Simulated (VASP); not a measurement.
Write the native input for VASP 6.6.1 that does the following.

```yaml
Task: electric field gradients
Functional: PBE
Potentials_or_basis: VASP PAW PBE potentials, release 64 (Sr_sv)
Cutoff: 520 eV
k_mesh: 12 × 12 × 12
Occupations: fermi-dirac, width 0.05 eV
Spin: no spin polarisation
Dipole_correction: no
Further_INCAR_settings: ALGO = Normal; EDIFF = 1e-08; NBANDS = 11
```

The structure of Sr lies in POSCAR:

```
Sr
1.0
   -2.3759174263      2.3759174263      2.3759174263
    2.3759174263     -2.3759174263      2.3759174263
    2.3759174263      2.3759174263     -2.3759174263
Sr
1
Direct
    0.0000000000      0.0000000000      0.0000000000
```

This isn't the form of Sr at room conditions, which is fcc.

These files were run (other wordings do the same):

INCAR

```
PREC     = Accurate       # precision mode
ENCUT    = 520            # plane-wave cutoff, eV
EDIFF    = 1E-8           # SCF threshold, eV
ISMEAR   = -1             # smearing method
SIGMA    = 0.05           # smearing width, eV
LREAL    = F              # projectors in reciprocal space
LASPH    = T              # aspherical terms in the spheres
NELM     = 60             # most SCF steps
ALGO     = Normal         # electronic algorithm
ISIF     = 2              # what is computed and relaxed
LWAVE    = F              # write WAVECAR
LCHARG   = F              # write CHGCAR
GGA      = PE             # functional
LEFG     = T            
NBANDS   = 11             # bands
```

KPOINTS

```
regular mesh
0
Gamma
  12 12 12
```

Potentials or basis: VASP PAW PBE potentials, release 64 (Sr_sv).

Command:

```console
$ cat potpaw_PBE.64/Sr_sv/POTCAR > POTCAR
$ mpirun -np 1 vasp_std > vasp.out
```

It gave:

| Quantity | Value |
| --- | --- |
| Pressure | 0.1 GPa |
| Band gap on the k mesh | zero (bands 5 and 6 overlap by 0.52 eV) |
| Largest electric field gradient by atom | under 0.05 V/Å² on every atom |

It took 21 s on 1 thread of Intel(R) Xeon(R) Platinum 8488C (Sapphire Rapids), on a shared host, peak memory 0.19 GiB.
